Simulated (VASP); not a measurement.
# Pt (P6_3/mmc) in VASP: further runs

The runs below take Pt through single point, with LDA.

Everything below comes from runs of VASP 6.6.1. Logs are shortened: lines on timing, memory, paths and dates and some standing lists are left out, and cuts for length are marked.

### 1 The cell of the first run

Symmetry: P6_3/mmc, No. 194, hexagonal system. The conventional cell has a = 2.706 Å, b = 2.706 Å, c = 4.678 Å, α = 90.00°, β = 90.00°, γ = 120.00°. Pt (site symmetry -6m2) has 12 Pt at 2.71 to 2.81 Å within 3.6 Å.

### 2 Single point, LDA

Contents of INCAR:

```
SYSTEM = Pt
  PREC = Accurate
  ENCUT = 500
  EDIFF = 1E-6
  ISMEAR = 1
  SIGMA = 0.1
  LREAL = .FALSE.
  LASPH = .TRUE.
  NELM = 120
  ALGO = Normal
  ISIF = 2
  LWAVE = .FALSE.
  LCHARG = .FALSE.
  NBANDS = 17
  GGA_COMPAT = .FALSE.
```

Contents of KPOINTS:

```
Automatic mesh
0
G
  9 9 5
  0 0 0
```

Contents of POSCAR:

```
Pt
1.0
    2.7058874499      0.0000000000      0.0000000000
   -1.3529437250      2.3433672714      0.0000000000
    0.0000000000      0.0000000000      4.6783008583
Pt
2
Direct
    0.6666666667      0.3333333333      0.7500000000
    0.3333333333      0.6666666667      0.2500000000
```

Potentials or basis: VASP PAW LDA potentials, release 64 (Pt).

On the command line:

```sh
$ cat potpaw_LDA.64/Pt/POTCAR > POTCAR
$ mpirun -np 1 vasp_std > vasp.out
```

OUTCAR:

```text
SYSTEM = Pt
   PREC = Accurate
   ENCUT = 500
   EDIFF = 1E-6
   ISMEAR = 1
   LREAL = .FALSE.
   LASPH = .TRUE.
   NELM = 120
   ISIF = 2

 ion  position               nearest neighbor table
   1  0.667  0.333  0.750-   2 2.81   2 2.81   2 2.81   2 2.81   2 2.81   2 2.81
   2  0.333  0.667  0.250-   1 2.81   1 2.81   1 2.81   1 2.81   1 2.81   1 2.81

  LATTYP: Found a hexagonal cell.
 ALAT       =     2.7058874499
 C/A-ratio  =     1.7289340170

  Lattice vectors:

 A1 = (   2.7058874499,   0.0000000000,   0.0000000000)
 A2 = (  -1.3529437250,   2.3433672714,   0.0000000000)
 A3 = (   0.0000000000,   0.0000000000,   4.6783008583)

Analysis of symmetry for initial positions (statically):
=====================================================================
 Subroutine PRICEL returns:
 Original cell was already a primitive cell.

 Routine SETGRP: Setting up the symmetry group for a
 hexagonal supercell.

 Subroutine GETGRP returns: Found 24 space group operations
 (whereof 12 operations were pure point group operations)
 out of a pool of 24 trial point group operations.

The static configuration has the point symmetry D_3d.
 The point group associated with its full space group is D_6h.

Analysis of symmetry for dynamics (positions and initial velocities):
=====================================================================
 Subroutine PRICEL returns:
 Original cell was already a primitive cell.

 Routine SETGRP: Setting up the symmetry group for a
 hexagonal supercell.

 Subroutine GETGRP returns: Found 24 space group operations
 (whereof 12 operations were pure point group operations)
 out of a pool of 24 trial point group operations.

The dynamic configuration has the point symmetry D_3d.
 The point group associated with its full space group is D_6h.

 Subroutine INISYM returns: Found 24 space group operations
 (whereof 12 operations are pure point group operations),
 and found     1 'primitive' translations

----------------------------------------------------------------------------------------

                                     Primitive cell

  volume of cell :      29.6646

  direct lattice vectors                    reciprocal lattice vectors
     2.705887450  0.000000000  0.000000000     0.369564521  0.213368176  0.000000000
    -1.352943725  2.343367271  0.000000000     0.000000000  0.426736352  0.000000000
     0.000000000  0.000000000  4.678300858     0.000000000  0.000000000  0.213752820

  length of vectors
[... 82 lines left out ...]
   EDIFF  = 0.1E-05   stopping-criterion for ELM
   LREAL  =      F    real-space projection
   EDIFFG = 0.1E-04   stopping-criterion for IOM
   NSW    =      0    number of steps for IOM
   IBRION =     -1    ionic relax: 0-MD 1-quasi-New 2-CG
   NFREE  =      0    steps in history (QN), initial steepest desc. (CG)
   ISIF   =      2    stress and relaxation
   ISYM   =      2    0-nonsym 1-usesym 2-fastsym
   POTIM  = 0.5000    time-step for ionic-motion
   TEBEG  =    0.0;   TEEND  =   0.0 temperature during run
   PSTRESS=    0.0 pullay stress
   NELECT =      20.0000    total number of electrons
   NUPDOWN=      -1.0000    fix difference up-down
   EMIN   =  10.00;   EMAX   =-10.00  energy-range for DOS
   EFERMI =   0.00;   METHOD = LEGACY
   ISMEAR =     1;   SIGMA  =   0.10  broadening in eV -4-tet -1-fermi 0-gaus
   EFERMI_NEDOS =   21; number of points for ismear=-14 and -15
   IALGO  =     38    algorithm
   IMIX   =      4    mixing-type and parameters
     AMIX     =   0.40;   BMIX     =  1.00
     AMIX_MAG =   1.60;   BMIX_MAG =  1.00
  volume/ion in A,a.u.               =      14.83       100.09
  Fermi-wavevector in a.u.,A,eV,Ry     =   1.435507  2.712716 28.037272  2.060681
  Thomas-Fermi vector in A             =   2.554798
   LORBIT       =      0    0 simple, 1 ext, 2 COOP (PROOUT), +10 PAW based schemes
   GGA     = CA    functional components
   LHFCALC =     F    Hartree Fock is set to
   AEXX    =    0.0000 exact exchange contribution
   IVDW    =     0    specifies the selected vdW correction
   LEPSILON=     F    determine dielectric tensor
   LRPA    =     F    only Hartree local field effects (RPA)
 non-spin polarized calculation
 Methfessel and Paxton  Order N= 1 SIGMA  =   0.10
  energy-cutoff  :      500.00
  volume of cell :       29.66
 maximum number of plane-waves:       777
 NGX is ok and might be reduce to    20
   NGX =  9   NGY =  9   NGZ = 17

 number of electron      20.0000002 magnetization

 Free energy of the ion-electron system (eV)
  ---------------------------------------------------
  ext. energy  EPLUGINS =         0.00000000
  ---------------------------------------------------
  free energy    TOTEN  =       -14.92496086 eV

  energy without entropy =      -14.92506915  energy(sigma->0) =      -14.92499696

 E-fermi :  11.4823     XC(G=0): -13.7795

 val. band max:       11.4818993828   @ k =   0.4444  -0.0000   0.0000
 cond. band min:      11.5086333131   @ k =   0.3333   0.1111   0.2000
 fundamental gap:      0.0267339302
 Fermi energy:        11.4822613650

 k-point     1 :       0.0000    0.0000    0.0000
  band No.  band energies     occupation
      1       1.0291      2.00000
      2       3.7279      2.00000
      3       7.0680      2.00000
      4       7.6441      2.00000
      5       7.6441      2.00000
      6       8.0598      2.00000
[... 457 lines left out ...]
      4       6.7260      2.00000
      5       7.3909      2.00000
      6       7.3909      2.00000
[... 9 lines left out ...]
     16      22.9548      0.00000
     17      27.0739      0.00000

 [... further k-points ...]

------------------------ aborting loop because EDIFF is reached ----------------------------------------

  FORCE on cell =-STRESS in cart. coord.  units (eV):
  Direction    XX          YY          ZZ          XY          YZ          ZX
  --------------------------------------------------------------------------------------
  -------------------------------------------------------------------------------------
  Total        0.1694922      0.1694922      0.1101501     -0.0000000     -0.0000000      0.0000000
  in kB        9.1542349      9.1542349      5.9491835     -0.0000000     -0.0000000      0.0000000
  external PRESSURE =       8.0858844 kB  Pullay stress =       0.0000000 kB

 VOLUME and BASIS-vectors are now :
 -----------------------------------------------------------------------------
  energy-cutoff  :      500.00
  volume of cell :       29.66
      direct lattice vectors                 reciprocal lattice vectors
     2.705887450  0.000000000  0.000000000     0.369564521  0.213368176  0.000000000
    -1.352943725  2.343367271  0.000000000     0.000000000  0.426736352  0.000000000
     0.000000000  0.000000000  4.678300858     0.000000000  0.000000000  0.213752820

 POSITION                                       TOTAL-FORCE (eV/Angst)
 -----------------------------------------------------------------------------------
      1.35294      0.78112      3.50873         0.000000      0.000000      0.000000
     -0.00000      1.56224      1.16958        -0.000000      0.000000     -0.000000
 -----------------------------------------------------------------------------------
    total drift:                               -0.000000      0.000000     -0.000000

  FREE ENERGIE OF THE ION-ELECTRON SYSTEM (eV)
  ---------------------------------------------------
  free  energy   TOTEN  =       -14.9249608602 eV

  energy  without entropy=      -14.9250691454  energy(sigma->0) =      -14.92499696
```

Run time: 12 s. Hardware: 1 thread of Intel Xeon Platinum 8488C (Sapphire Rapids), shared host; peak memory 0.13 GiB.

Results:

```
Free energy            : -14.9250 eV
Pressure               : 0.8 GPa
Band gap on the k mesh : zero (band 10 reaches 11.84 eV, above the bottom of band 11 at 10.70 eV)
```

Stress tensor (GPa, compression positive):
```
0.92 0.00 0.00
0.00 0.92 0.00
0.00 0.00 0.59
```

Caveat: spin-orbit coupling is left out, which moves the levels of the heavy elements.

### 3 Single point, LDA

This run uses another cell than the first one, of 15.05 Å³/atom, 1.015 times its volume.

Contents of INCAR:

```
  PREC = Accurate
  ENCUT = 500
  EDIFF = 1E-6
  ISMEAR = 1
  SIGMA = 0.1
  LREAL = F
  LASPH = T
  NELM = 120
  ALGO = Normal
  ISIF = 2
  LWAVE = F
  LCHARG = T
  LELF = T
  LVHAR = T
  NBANDS = 17
  GGA_COMPAT = F
```

Contents of KPOINTS:

```
regular mesh
0
Gamma
  9 9 5
```

Contents of POSCAR:

```
Pt
1.0
    2.7193497981      0.0000000000      0.0000000000
   -1.3596748991      2.3550260069      0.0000000000
    0.0000000000      0.0000000000      4.7015763701
Pt
2
Direct
    0.6666666667      0.3333333333      0.7500000000
    0.3333333333      0.6666666667      0.2500000000
```

Potentials or basis: VASP PAW LDA potentials, release 64 (Pt).

On the command line:

```sh
$ cat potpaw_LDA.64/Pt/POTCAR > POTCAR
$ mpirun -np 1 vasp_std > vasp.out
```

OUTCAR:

```text
PREC = Accurate
   ENCUT = 500
   EDIFF = 1E-6
   ISMEAR = 1
   LREAL = F
   LASPH = T
   NELM = 120
   ISIF = 2

 ion  position               nearest neighbor table
   1  0.667  0.333  0.750-   2 2.83   2 2.83   2 2.83   2 2.83   2 2.83   2 2.83
   2  0.333  0.667  0.250-   1 2.83   1 2.83   1 2.83   1 2.83   1 2.83   1 2.83

  LATTYP: Found a hexagonal cell.
 ALAT       =     2.7193497981
 C/A-ratio  =     1.7289340170

  Lattice vectors:

 A1 = (   2.7193497981,   0.0000000000,   0.0000000000)
 A2 = (  -1.3596748991,   2.3550260069,   0.0000000000)
 A3 = (   0.0000000000,   0.0000000000,   4.7015763701)

Analysis of symmetry for initial positions (statically):
=====================================================================
 Subroutine PRICEL returns:
 Original cell was already a primitive cell.

 Routine SETGRP: Setting up the symmetry group for a
 hexagonal supercell.

[... 164 lines left out ...]
  ---------------------------------------------------
  free energy    TOTEN  =       -14.92136802 eV

  energy without entropy =      -14.92170596  energy(sigma->0) =      -14.92148066

 E-fermi :  11.1861     XC(G=0): -13.6930

 val. band max:       11.1859318499   @ k =   0.4444  -0.0000   0.0000
 cond. band min:      11.2129884245   @ k =   0.3333   0.1111   0.2000
 fundamental gap:      0.0270565746
 Fermi energy:        11.1861127498

 k-point     1 :       0.0000    0.0000    0.0000
  band No.  band energies     occupation
      1       0.9039      2.00000
      2       3.5913      2.00000
      3       6.8797      2.00000
      4       7.4413      2.00000
      5       7.4413      2.00000
      6       7.8461      2.00000
[... 457 lines left out ...]
      4       6.5447      2.00000
      5       7.1964      2.00000
      6       7.1964      2.00000
[... 9 lines left out ...]
     16      22.5313      0.00000
     17      26.6312      0.00000

 [... further k-points ...]

------------------------ aborting loop because EDIFF is reached ----------------------------------------

  FORCE on cell =-STRESS in cart. coord.  units (eV):
  Direction    XX          YY          ZZ          XY          YZ          ZX
  --------------------------------------------------------------------------------------
  -------------------------------------------------------------------------------------
  Total       -0.6955789     -0.6955789     -0.6320197      0.0000000      0.0000000      0.0000000
  in kB      -37.0128658    -37.0128658    -33.6307767      0.0000000      0.0000000      0.0000000
  external PRESSURE =     -35.8855028 kB  Pullay stress =       0.0000000 kB

 VOLUME and BASIS-vectors are now :
 -----------------------------------------------------------------------------
  energy-cutoff  :      500.00
  volume of cell :       30.11
      direct lattice vectors                 reciprocal lattice vectors
     2.719349798  0.000000000  0.000000000     0.367734964  0.212311880  0.000000000
    -1.359674899  2.355026007  0.000000000     0.000000000  0.424623761  0.000000000
     0.000000000  0.000000000  4.701576370     0.000000000  0.000000000  0.212694620

 POSITION                                       TOTAL-FORCE (eV/Angst)
 -----------------------------------------------------------------------------------
      1.35967      0.78501      3.52618         0.000000     -0.000000     -0.000000
     -0.00000      1.57002      1.17539        -0.000000      0.000000      0.000000
 -----------------------------------------------------------------------------------
    total drift:                               -0.000000      0.000000     -0.000000

  FREE ENERGIE OF THE ION-ELECTRON SYSTEM (eV)
  ---------------------------------------------------
  free  energy   TOTEN  =       -14.9213680172 eV

  energy  without entropy=      -14.9217059557  energy(sigma->0) =      -14.92148066
```

OSZICAR:

```text
N       E                     dE             d eps       ncg     rms          rms(c)
DAV:   1     0.962849067996E+02    0.96285E+02   -0.10114E+04  1224   0.110E+03
DAV:   2    -0.138330763569E+02   -0.11012E+03   -0.10449E+03  1281   0.243E+02
DAV:   3    -0.157840734942E+02   -0.19510E+01   -0.19293E+01  1537   0.318E+01
DAV:   4    -0.157931725420E+02   -0.90990E-02   -0.90980E-02  1449   0.230E+00
DAV:   5    -0.157932584516E+02   -0.85910E-04   -0.85909E-04  1515   0.230E-01    0.189E+01
DAV:   6    -0.150143295083E+02    0.77893E+00   -0.11781E+00  1264   0.968E+00    0.973E+00
DAV:   7    -0.149308120254E+02    0.83517E-01   -0.20000E-01  1436   0.395E+00    0.304E+00
DAV:   8    -0.149217615414E+02    0.90505E-02   -0.24224E-02  1335   0.133E+00    0.806E-01
DAV:   9    -0.149213624751E+02    0.39907E-03   -0.34323E-04  1414   0.166E-01    0.232E-02
DAV:  10    -0.149213678596E+02   -0.53845E-05   -0.89590E-06  1527   0.233E-02    0.129E-02
DAV:  11    -0.149213680172E+02   -0.15759E-06   -0.61734E-07   803   0.647E-03
   1 F= -.14921368E+02 E0= -.14921481E+02  d E =0.337938E-03
```

Run time: 10 s. Hardware: 1 thread of Intel Xeon Platinum 8488C (Sapphire Rapids), shared host; peak memory 0.13 GiB.

Results:

```yaml
Free_energy: -14.9214 eV
Pressure: -3.6 GPa
Band_gap_on_the_k_mesh: zero (band 10 reaches 11.53 eV, above the bottom of band 11 at 10.43 eV)
```

Stress tensor (GPa, compression positive):
```
-3.70  0.00  0.00
 0.00 -3.70  0.00
 0.00  0.00 -3.36
```

Levels at points of the mesh, in eV from the Fermi level:
| k point | band 8 | band 9 | band 10 | band 11 | band 12 | band 13 |
| --- | --- | --- | --- | --- | --- | --- |
| (0.00, 0.00, 0.00) | -2.01 | -2.01 | -0.96 | -0.27 | -0.27 | 4.98 |

Caveat: spin-orbit coupling is left out, which moves the levels of the heavy elements.
